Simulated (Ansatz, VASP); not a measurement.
One calculation of C, two programs

```
C
1.0
    -2.41040    2.41040    2.41040
     2.41040   -2.41040    2.41040
     2.41040    2.41040   -2.41040
C
8
Direct
  0.36067 0.03520 0.07041
  0.67453 0.67453 0.67453
  0.00000 0.32547 0.00000
  0.00000 0.00000 0.32547
  0.00000 0.67453 0.00000
  0.32547 0.32547 0.32547
  0.67453 0.00000 0.00000
  0.00000 0.00000 0.67453
```

Alike in both runs: task single point; functional LDA; k mesh 8 × 8 × 8; occupations gaussian, width 0.05 eV; no spin polarisation.

```csv
,VASP,Ansatz
version,VASP 6.6.1,Ansatz 0.2.0
potentials or method,"VASP PAW LDA potentials, release 64 (C), cutoff 520 eV","scalar-relativistic, plane waves, PAW"
valence electrons in the cell,32,32
```

```tsv
	VASP	Ansatz	Ansatz less VASP
gap on the k mesh at the Fermi level (eV)	1.59	1.60	+0.010
least direct gap on the mesh (eV)	2.77	2.78	+0.008
pressure (GPa)	3.7	2.6	-1.09
traceless stress, the component that is largest in VASP (GPa)	13.82	13.71	-0.112
rms of the force components (eV/Å)	1.904	1.895	-0.0092
```

LDA's correlation is that of Perdew and Zunger in VASP and of Perdew and Wang (1992) in Ansatz. Atom by atom the forces differ by 0.031 eV/Å (rms over components).
